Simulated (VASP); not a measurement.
# H4CO in VASP: a series of runs, part 2 of 3

VASP 6.6.1. Earlier steps stand in the parts before.

### Step 3. Single point, LDA

INCAR

```
SYSTEM = H4CO
ALGO = Normal ; EDIFF = 1E-7
ENCUT = 520 ; ISIF = 2
ISMEAR = -1 ; LASPH = .True.
LCHARG = .True. ; LELF = .True.
LREAL = Auto ; LVHAR = .True.
LWAVE = .False. ; NBANDS = 66
NELM = 100 ; PREC = Accurate
SIGMA = 0.05
```

KPOINTS

```
k-points
0
Gamma
  1 1 1
  0 0 0
```

POSCAR

```
H4CO
1.0
    7.1256230000      0.0000000000      0.0000000000
    0.0000000000      7.1256230000      0.0000000000
    0.0000000000      0.0000000000      7.1256230000
C O H
6 6 24
Direct
    0.6540761418      0.0878519675      0.1163828061
    0.7898958449      0.5493133723      0.7407913666
    0.3253610246      0.6208439599      1.0736184050
    0.2070275118      0.8806247538      0.3676450466
    0.1133234245      0.3722621868      0.4519324135
    0.4727025272      1.1383285363      0.6894274367
    0.7519202181      0.0168125650      0.2862065534
    0.8174022117      0.7314167477      0.6972442971
    0.2757793950      0.4219139856      1.0645946326
    0.1129866118      0.9650945609      0.5227051726
    0.0133462014      0.2648049160      0.3085624934
    0.5000404877      0.9535025920      0.7645366588
    0.5989651712     -0.0411051778      0.0601631605
    0.8462558291      0.1157933840      0.3171652500
    0.5556005419      0.1854013326      0.1583861509
    0.7478363646      0.1533760627      0.0088834338
    0.7905694702      0.4560022331      0.6044664445
    0.8815369547      0.7995792087      0.7988354141
    0.8958234248      0.4949602301      0.8461295244
    0.6568688801      0.5326130782      0.8157321823
    0.2367091270      0.6962057914      1.1641508399
    0.2074625615      0.4196545341      0.9458401041
    0.4613351001      0.6473679565      1.1370233873
    0.3398580026      0.6891046579      0.9290977084
    0.2902202376      0.9899765957      0.2924656553
    0.0488939704      0.8673767894      0.5974775820
    0.3043804029      0.7626701553      0.3765004127
    0.0883010510      0.8247980563      0.2753864469
    0.0889746763      0.5316868434      0.4386142798
    0.0962722838      0.3183300604      0.1975686898
    0.0303412067      0.3218525594      0.5806650169
    0.2564688028      0.3176985367      0.4699378567
    0.3214736452      1.1491205751      0.7170741421
    0.6010000810      0.8845121332      0.7113763947
    0.5556847450      1.2542762928      0.7556251573
    0.5030718016      1.1413177486      0.5389142816
```

Potentials or basis: VASP PAW LDA potentials, release 64 (C, O, H).

Started as:

```
$ cat potpaw_LDA.64/C/POTCAR potpaw_LDA.64/O/POTCAR potpaw_LDA.64/H/POTCAR > POTCAR
$ mpirun -np 1 vasp_gam > vasp.out
```

OUTCAR:

```text
SYSTEM = H4CO
   EDIFF = 1E-7
   ENCUT = 520
   ISIF = 2
   ISMEAR = -1
   LASPH = .True.
   LREAL = Auto
   NELM = 100
   PREC = Accurate

 ion  position               nearest neighbor table
   1  0.654  0.088  0.116-  15 1.03  13 1.08  16 1.12   7 1.49
   2  0.790  0.549  0.741-  20 1.09  19 1.13  17 1.18   8 1.35
   3  0.325  0.621  0.074-  21 1.05  23 1.09  24 1.14   9 1.46
   4  0.207  0.881  0.368-  27 1.09  25 1.12  28 1.14  10 1.43
   5  0.113  0.372  0.452-  32 1.10  31 1.15  29 1.15  11 1.46
   6  0.473  0.138  0.689-  36 1.09  33 1.10  35 1.12  12 1.43
   7  0.752  0.017  0.286-  14 1.00   1 1.49
   8  0.817  0.731  0.697-  18 0.98   2 1.35
   9  0.276  0.422  0.065-  22 0.98   3 1.46
  10  0.113  0.965  0.523-  26 0.99   4 1.43
  11  0.013  0.265  0.309-  30 1.06   5 1.46
  12  0.500  0.954  0.765-  34 0.95   6 1.43
  13  0.599  0.959  0.060-   1 1.08
  14  0.846  0.116  0.317-   7 1.00
  15  0.556  0.185  0.158-   1 1.03
  16  0.748  0.153  0.009-   1 1.12
  17  0.791  0.456  0.604-   2 1.18
[... 17 lines left out ...]
  35  0.556  0.254  0.756-   6 1.12
  36  0.503  0.141  0.539-   6 1.09

  LATTYP: Found a simple cubic cell.
 ALAT       =     7.1256230000

  Lattice vectors:

 A1 = (   7.1256230000,   0.0000000000,   0.0000000000)
 A2 = (   0.0000000000,   7.1256230000,   0.0000000000)
 A3 = (   0.0000000000,   0.0000000000,   7.1256230000)

Analysis of symmetry for initial positions (statically):
=====================================================================
 Subroutine PRICEL returns:
 Original cell was already a primitive cell.

 Routine SETGRP: Setting up the symmetry group for a
 simple cubic supercell.

 Subroutine GETGRP returns: Found  1 space group operations
 (whereof  1 operations were pure point group operations)
 out of a pool of 48 trial point group operations.

The static configuration has the point symmetry C_1 .

Analysis of symmetry for dynamics (positions and initial velocities):
=====================================================================
 Subroutine PRICEL returns:
 Original cell was already a primitive cell.
[... 177 lines left out ...]
   GGA     = CA    functional components
   LHFCALC =     F    Hartree Fock is set to
   AEXX    =    0.0000 exact exchange contribution
   IVDW    =     0    specifies the selected vdW correction
   LEPSILON=     F    determine dielectric tensor
   LRPA    =     F    only Hartree local field effects (RPA)
 non-spin polarized calculation
  energy-cutoff  :      520.00
  volume of cell :      361.80
 maximum number of plane-waves:      4886
 NGX is ok and might be reduce to    54
   NGX = 27   NGY = 27   NGZ = 27

 number of electron      84.0000005 magnetization

 Free energy of the ion-electron system (eV)
  ---------------------------------------------------
  ext. energy  EPLUGINS =         0.00000000
  ---------------------------------------------------
  free energy    TOTEN  =      -190.53894611 eV

  energy without entropy =     -190.53894611  energy(sigma->0) =     -190.53894611

 E-fermi :  -0.8503     XC(G=0):  -7.2699

 val. band max:       -2.1299319115   @ k =   0.0000   0.0000   0.0000
 cond. band min:       1.1367094486   @ k =   0.0000   0.0000   0.0000
 fundamental gap:      3.2666413601
 Fermi energy:        -0.8502863985

 k-point     1 :       0.0000    0.0000    0.0000
  band No.  band energies     occupation
      1     -23.7470      2.00000
      2     -22.8875      2.00000
      3     -21.7774      2.00000
      4     -21.5768      2.00000
      5     -21.5421      2.00000
      6     -20.3622      2.00000
[... 46 lines left out ...]
     53       5.2109      0.00000
     54       5.3453      0.00000
 [bands above 54 left out]

------------------------ aborting loop because EDIFF is reached ----------------------------------------

  FORCE on cell =-STRESS in cart. coord.  units (eV):
  Direction    XX          YY          ZZ          XY          YZ          ZX
  --------------------------------------------------------------------------------------
  -------------------------------------------------------------------------------------
  Total        0.3582443     -2.4003227     -2.7187656     -4.8379671      2.8501337      0.5370234
  in kB        1.5864315    -10.6294721    -12.0396490    -21.4242174     12.6213930      2.3781282
  external PRESSURE =      -7.0275632 kB  Pullay stress =       0.0000000 kB

 VOLUME and BASIS-vectors are now :
 -----------------------------------------------------------------------------
  energy-cutoff  :      520.00
  volume of cell :      361.80
      direct lattice vectors                 reciprocal lattice vectors
     7.125623000  0.000000000  0.000000000     0.140338606  0.000000000  0.000000000
     0.000000000  7.125623000  0.000000000     0.000000000  0.140338606  0.000000000
     0.000000000  0.000000000  7.125623000     0.000000000  0.000000000  0.140338606

 POSITION                                       TOTAL-FORCE (eV/Angst)
 -----------------------------------------------------------------------------------
      4.66070      0.62600      0.82930         3.011168     -2.272423      1.312854
      5.62850      3.91420      5.27860         0.063342     -3.101739      0.085057
      2.31840      4.42390      0.52458         1.188317     -0.647856     -1.914151
      1.47520      6.27500      2.61970        -2.124330      0.844854     -0.535310
      0.80750      2.65260      3.22030        -2.779264     -0.900118      1.306020
      3.36830      0.98568      4.91260        -0.185394     -1.238158      0.612507
[... 28 lines left out ...]
      3.95960      1.81188      5.38430        -0.103959     -0.455989      0.232837
      3.58470      1.00698      3.84010        -0.013276     -0.024882     -0.470868
 -----------------------------------------------------------------------------------
    total drift:                                0.003617     -0.008474      0.014351

  FREE ENERGIE OF THE ION-ELECTRON SYSTEM (eV)
  ---------------------------------------------------
  free  energy   TOTEN  =      -190.5389461131 eV

  energy  without entropy=     -190.5389461131  energy(sigma->0) =     -190.53894611
```

OSZICAR:

```text
N       E                     dE             d eps       ncg     rms          rms(c)
DAV:   1     0.586317572899E+03    0.58632E+03   -0.43426E+04   132   0.116E+03
DAV:   2    -0.135844707655E+03   -0.72216E+03   -0.68216E+03   166   0.264E+02
DAV:   3    -0.208049265862E+03   -0.72205E+02   -0.71601E+02   160   0.900E+01
[... 11 lines left out ...]
DAV:  15    -0.190538943539E+03   -0.14071E-04   -0.24829E-05   160   0.215E-02    0.643E-03
DAV:  16    -0.190538945600E+03   -0.20603E-05   -0.47684E-06   168   0.958E-03    0.259E-03
DAV:  17    -0.190538945955E+03   -0.35549E-06   -0.72974E-07   160   0.417E-03    0.135E-03
DAV:  18    -0.190538946076E+03   -0.12057E-06   -0.17967E-07   112   0.178E-03    0.539E-04
DAV:  19    -0.190538946113E+03   -0.37343E-07   -0.70257E-08   120   0.120E-03
   1 F= -.19053895E+03 E0= -.19053895E+03  d E =-.204130E-10
```

Run time: 46 s. Hardware: 1 thread of Intel Xeon Platinum 8259CL at 2.50GHz (Skylake/Cascade Lake), shared host; peak memory 0.28 GiB.

What came out:

```yaml
Free_energy: -190.5389 eV
Pressure: -0.7 GPa
Largest_force: 4.117 eV/Å
Band_gap_on_the_k_mesh: 3.27 eV
```

Forces in eV/Å, atoms in the order of the input:
```
C    3.011 -2.272  1.313
C    0.063 -3.102  0.085
C    1.188 -0.648 -1.914
C   -2.124  0.845 -0.535
C   -2.779 -0.900  1.306
C   -0.185 -1.238  0.613
O   -0.442  0.896 -1.292
O    1.010  2.769 -0.594
O   -0.043  1.170 -0.277
O    1.077 -0.670  0.345
O    2.803  2.672 -1.398
O   -1.086  1.143  0.641
H   -0.771 -0.128 -0.639
H    0.148 -0.279  0.082
H   -2.142  1.732  0.475
H    0.086 -0.190  0.319
H   -0.033  1.055  1.623
H   -0.405 -0.193 -0.019
H   -0.184 -0.012 -0.704
H   -0.602 -0.288  0.011
H   -1.474  0.485  0.170
H    0.025 -0.595 -0.111
H    0.870 -0.657  0.215
H   -0.406 -0.488  0.821
H   -0.480 -0.060  0.079
H    0.012  0.053 -0.601
H    0.317 -0.287  1.495
H    0.616  0.660  0.189
H    0.547 -1.248 -0.090
H   -1.249 -1.074  0.744
H    1.042  0.658 -0.550
H    0.258  0.443 -0.212
H   -0.121  0.812 -0.356
H    1.573 -0.582 -0.995
H   -0.104 -0.456  0.233
H   -0.013 -0.025 -0.471
```

Caveat: the k points lie up to 0.88 Å⁻¹ apart.

### Step 4. Single point, LDA

INCAR

```
SYSTEM = H4CO
  ALGO = Normal
  EDIFF = 1E-7
  ENCUT = 520
  ISIF = 2
  ISMEAR = -1
  LASPH = .True.
  LCHARG = .True.
  LELF = .True.
  LREAL = Auto
  LVHAR = .True.
  LWAVE = .False.
  NBANDS = 66
  NELM = 100
  PREC = Accurate
  SIGMA = 0.05
```

KPOINTS is that of step 3.

POSCAR

```
H4CO
1.0
    7.1256230000      0.0000000000      0.0000000000
    0.0000000000      7.1256230000      0.0000000000
    0.0000000000      0.0000000000      7.1256230000
C O H
6 6 24
Direct
    0.6404071616     -0.0075923186      0.1486326178
    0.8011931027      0.5894081121      0.8141463560
    0.2418876216      0.5476293090      1.0629526709
    0.1584001848      0.8284468600      0.4447470769
    0.1087764537      0.3347917789      0.4562829103
    0.5138217388      1.1495275571      0.6844875178
    0.7372829014      0.0463117400      0.3191580582
    0.8016842878      0.7433314954      0.6777091631
    0.3039874549      0.3508605493      1.0654787659
    0.0933111393      0.9401984921      0.5862645273
    0.0531462302      0.2478660462      0.2979388609
    0.4855996451      0.9716062722      0.7689432910
    0.5562882010     -0.1369424119      0.1563512411
    0.8287977065      0.1311604613      0.2794843342
    0.5456786024      0.1153723681      0.1077239141
    0.7320061698     -0.0244048836      0.0352811256
    0.7776442846      0.4570968742      0.7450857279
    0.6796318020      0.7851664339      0.6223315491
    0.9267119521      0.5996808981      0.8972969802
    0.7071241350      0.6006492345      0.9323675979
    0.2167950788      0.5966495842      0.9123132111
    0.3510429895      0.3593650689      0.9357778260
    0.1212104542      0.5774512629      1.1482645096
    0.3640102767      0.6506378460      1.1121974879
    0.2233067902      0.9077662402      0.3261749885
   -0.0271835880      0.8669557736      0.6255874048
    0.2532690826      0.6977775838      0.5090221585
    0.0351548208      0.7572811528      0.3778476633
    0.0005192528      0.4341234444      0.4998019121
    0.1579651351      0.2275590499      0.2154057266
    0.1531515209      0.2521604076      0.5818298274
    0.2384352919      0.4170302021      0.4454908715
    0.3711394779      1.2113888147      0.6208018583
    0.3631261435      0.9657260846      0.8438841067
    0.5916394959      1.2451121818      0.7827526098
    0.6044103091      1.1300906601      0.5453137220
```

Started as:

```
$ cat potpaw_LDA.64/C/POTCAR potpaw_LDA.64/O/POTCAR potpaw_LDA.64/H/POTCAR > POTCAR
$ mpirun -np 1 vasp_gam > vasp.out
```

It took 45 s on 1 thread of Intel Xeon Platinum 8259CL at 2.50GHz (Skylake/Cascade Lake), shared host; peak memory 0.28 GiB.

Results (log left out):

| Item | Value |
| --- | --- |
| Free energy | -190.8069 eV |
| Pressure | -1.6 GPa |
| Largest force | 4.043 eV/Å |
| Band gap on the k mesh | 3.88 eV |

Forces in eV/Å, atoms in the order of the input:
```
C   -1.314  2.082  1.585
C   -0.374  1.795 -1.120
C    2.427  1.256 -0.560
C    0.587 -2.311 -0.027
C    0.711  1.277  2.068
C   -0.703  0.127 -2.116
O   -2.864 -2.840 -0.265
O   -0.154 -0.726  0.651
O   -0.278  2.210 -0.974
O   -0.969 -0.201  0.902
O   -1.299 -1.107 -0.495
O   -1.260 -0.183  0.666
H    0.005 -0.017  0.590
H    2.597  1.874 -0.338
H    0.212 -0.930  0.161
H    1.517 -0.343 -1.564
H    0.238 -0.782 -0.321
H    0.346 -0.388  0.943
H    1.330 -0.193 -0.383
H   -1.493  0.541  0.187
H   -0.116 -0.488  0.845
H    0.440 -1.408  0.131
H   -0.714 -0.271  0.578
H   -1.335 -1.348 -0.246
H    0.451 -0.120  0.518
H    0.650  0.905  0.240
H   -0.848  1.875 -1.338
H    0.237 -0.131 -0.013
H   -0.331  0.298  0.288
H    0.840 -0.026 -0.941
H   -0.965 -0.824 -0.313
H    0.345  0.644 -0.789
H    1.809 -0.611  1.232
H    1.461  0.292 -1.297
H   -0.400  0.005 -0.230
H   -0.786  0.067  1.746
```

Stress tensor (GPa, compression positive):
```
-0.14  0.65 -2.57
 0.65 -2.31  2.47
-2.57  2.47 -2.32
```

Levels at points of the mesh, in eV from the valence-band top:
```csv
k point,band 39,band 40,band 41,band 42,band 43,band 44,band 45,band 46
"(0.00, 0.00, 0.00)",-0.83,-0.56,-0.27,0.00,3.88,4.87,5.15,5.37
```

Caveat: the k points lie up to 0.88 Å⁻¹ apart.

(Part 2 of 3 ends here.)
